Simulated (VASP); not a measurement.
Wanted: the native input for a VASP 6.6.1 run.

| Quantity | Value |
| --- | --- |
| Task | relaxation of cell and atoms |
| Functional | PBE |
| Potentials or basis | VASP PAW PBE potentials, release 64 (Be, Zn, Se) |
| Cutoff | 600 eV |
| k mesh | 4 × 2 × 2 |
| Occupations | gaussian, width 0.1 eV |
| Spin | no spin polarisation |
| Dipole correction | no |
| Further INCAR settings | ALGO = Normal; EDIFF = 1e-06; IBRION = 2; EDIFFG = -0.025; NSW = 80; ISIF = 3 |

The structure of Be2ZnSe3 lies in POSCAR:

```
Be2ZnSe3
1.0
    3.8528018823     -0.0095227364      0.0594142804
   -0.0164939638      6.5240646374     -0.0022946456
    0.1464309569     -0.0032651031      9.3087727408
Be Zn Se
4 2 6
Direct
    0.0270603229     -0.0127522537      0.0160829566
    0.4972398088      0.5138777501     -0.0086848717
    0.4576340740      0.1744803102      0.3382068136
    1.0168643312      0.6727952142      0.3502333377
    1.0425244250      0.3293135972      0.6638509756
    0.5117286397      0.8126989028      0.6679864988
   -0.0063829564     -0.0002099467      0.7665643002
    0.4843326619      0.5035397990      0.7650346509
    0.9790188500      0.3404693452      0.3897912068
    0.4982951578      0.8433815457      0.3984951156
    0.4883947509      0.1672682546      0.0754353811
    1.0032899341      0.6551374814      0.0770036347
```

One way to write it, as run:

INCAR

```
PREC = Accurate ; ENCUT = 600
EDIFF = 1E-6 ; ISMEAR = 0
SIGMA = 0.1 ; LREAL = F
LASPH = T ; NELM = 100
ALGO = Normal ; ISIF = 3
LWAVE = F ; LCHARG = F
GGA = PE ; IBRION = 2
NSW = 80 ; EDIFFG = -0.025
```

KPOINTS

```
regular mesh
0
Gamma
  4 2 2
```

Potentials or basis: VASP PAW PBE potentials, release 64 (Be, Zn, Se).

Command:

```console
$ cat potpaw_PBE.64/Be/POTCAR potpaw_PBE.64/Zn/POTCAR potpaw_PBE.64/Se/POTCAR > POTCAR
$ mpirun -np 1 vasp_std > vasp.out
```

It gave:

```json
{
  "Relaxed volume": "19.44 Å³/atom",
  "Relaxed cell": "a = 3.810 Å, b = 6.557 Å, c = 9.337 Å, α = 90.17°, β = 89.99°, γ = 89.99°",
  "Space group after relaxing (to 0.1 Å)": "P3m1 (No. 156)",
  "Energy gained by relaxing": "82.8 meV/atom",
  "Ionic steps": "23",
  "Pressure after relaxing": "0.0 GPa",
  "Largest force after relaxing": "0.011 eV/Å",
  "Band gap on the k mesh": "2.33 eV"
}
```

Caveat: the k points lie up to 0.48 Å⁻¹ apart in the final cell.

Wall time 23 min on 1 thread of Intel(R) Xeon(R) Platinum 8559C (Emerald Rapids) (shared host), peak memory 0.47 GiB.
